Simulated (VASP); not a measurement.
The system is Cl.

```xyz
4
Lattice="3.1864 -2.2796 0.0000 3.1864 2.2796 0.0000 0.0000 0.0000 8.3180" Properties=species:S:1:pos:R:3 pbc="T T T"
Cl    3.1864    0.5927    3.3272
Cl    3.1864    1.6869    7.4862
Cl    3.1864   -0.5927    4.9908
Cl    3.1864   -1.6869    0.8318
```

Base run:

- Program: VASP 6.6.1
- Functional: r2SCAN
- Potentials or basis: VASP PAW PBE potentials, release 64 (Cl)
- Cutoff: 520 eV
- k mesh: 7 × 7 × 4
- Occupations: fermi-dirac, width 0.05 eV
- Spin: no spin polarisation

Its results: band gap on the k mesh 2.74 eV (least direct gap 2.79 eV); pressure -2.0 GPa; largest force 0.787 eV/Å.

Q: The run is repeated on the same cell with these changes: functional from r2SCAN to PBE; further incar settings from ALGO = Normal; EDIFF = 1e-07; NBANDS = 22 to ALGO = Normal; EDIFF = 1e-06; NBANDS = 22. What comes out?

A: Band gap on the k mesh 2.40 eV (least direct gap 2.45 eV); pressure -0.7 GPa; largest force 0.567 eV/Å.

Caveats: the PAW data sets were made with another functional, which shifts forces and pressure a little (at least some runs); this functional lacks dispersion, which holds the molecules together, so the pressure and a relaxed volume are unreliable (at least some runs).

A k mesh can miss the band edges.
